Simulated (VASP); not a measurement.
## GaN: vibrations by perturbation theory with LDA

The system is GaN.

```
Ga N
1.0
     0.00000    2.22750    2.22750
     2.22750    0.00000    2.22750
     2.22750    2.22750    0.00000
Ga N
1 1
Direct
  0.00000 0.00000 0.00000
  0.25000 0.25000 0.25000
```

```
Program                : VASP 6.6.1
Task                   : vibrations by perturbation theory
Functional             : LDA
Potentials or basis    : VASP PAW LDA potentials, release 64 (Ga_d, N)
Cutoff                 : 520 eV
k mesh                 : 8 × 8 × 8
Occupations            : gaussian, width 0.01 eV
Spin                   : no spin polarisation
Dipole correction      : no
Further INCAR settings : ALGO = Normal; EDIFF = 1e-08; NBANDS = 16; IBRION = 8; NSW = 1
```

- Electronic dielectric tensor (diagonal): 5.88
- Born charges (mean of the diagonal): Ga +2.63; N -2.63 e
- Highest phonon frequency at Γ, LO-TO splitting left out: 558 cm⁻¹

Phonon frequencies in cm⁻¹ (negative: imaginary):
| q point | frequencies |
| --- | --- |
| (0.000, 0.000, 0.000) | 0 0 0 558 558 558 |

Electronic dielectric tensor:
```
5.88 0.00 0.00
0.00 5.88 0.00
0.00 0.00 5.88
```

Born effective charge tensors (e):
atom 1, Ga
```
2.63 0.00 0.00
0.00 2.63 0.00
0.00 0.00 2.63
```
atom 2, N
```
-2.63  0.00  0.00
 0.00 -2.63  0.00
 0.00  0.00 -2.63
```

Run time: 7.1 min on 1 thread of AMD EPYC 7R13 (shared host), peak memory 0.18 GiB.

Caveat: the cell stands under pressure or tension, which shifts response properties.
